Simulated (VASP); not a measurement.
Set up this calculation in VASP 6.6.1, as the native input.

* Task: single point
* Functional: PBE
* Potentials or basis: VASP PAW PBE potentials, release 64 (Ga_d, Sb, As)
* Cutoff: 520 eV
* k mesh: 3 × 3 × 4
* Occupations: gaussian, width 0.1 eV
* Spin: no spin polarisation
* Dipole correction: no
* Further INCAR settings: ALGO = Normal; EDIFF = 1e-06; NBANDS = 40

The structure of Ga4SbAs lies in POSCAR:

```
Ga4SbAs
1.0
    5.8932398129      0.0000000000      0.0000000000
   -2.9466199064      5.1036953885      0.0000000000
    0.0000000000      0.0000000000      4.5028793223
Ga Sb As
4 1 1
Direct
    0.6666666667      0.3333333333      0.0000000000
    0.5094605825      0.0189211651      0.5000000000
    0.9810788349      0.4905394175      0.5000000000
    0.5094605825      0.4905394175      0.5000000000
    0.3333333333      0.6666666667      0.0000000000
    0.0000000000      0.0000000000      0.0000000000
```

The cell was built from a structure type or drawn by symmetry, and may not be a known phase.

These files were run (other wordings do the same):

INCAR

```
SYSTEM = Ga4SbAs
PREC = Accurate
ENCUT = 520
EDIFF = 1E-6
ISMEAR = 0
SIGMA = 0.1
LREAL = .FALSE.
LASPH = .TRUE.
NELM = 100
ALGO = Normal
ISIF = 2
LWAVE = .FALSE.
LCHARG = .FALSE.
GGA = PE
NBANDS = 40
```

KPOINTS

```
regular mesh
0
G
  3 3 4
  0 0 0
```

Potentials or basis: VASP PAW PBE potentials, release 64 (Ga_d, Sb, As).

Launch:

```bash
$ cat potpaw_PBE.64/Ga_d/POTCAR potpaw_PBE.64/Sb/POTCAR potpaw_PBE.64/As/POTCAR > POTCAR
$ mpirun -np 1 vasp_std > vasp.out
```

Results of the run:

The pressure is -0.1 GPa and the largest force is 0.006 eV/Å. The band gap on the k mesh is zero (bands 31 and 32 overlap by 1.86 eV).

Caveat: the k points lie up to 0.41 Å⁻¹ apart, too coarse for converged energies and pressures of a metal; spin-orbit coupling is left out, which moves the levels of the heavy elements.

Wall time 35 s on 1 thread of Intel(R) Xeon(R) Platinum 8559C (Emerald Rapids) (shared host), peak memory 0.29 GiB.
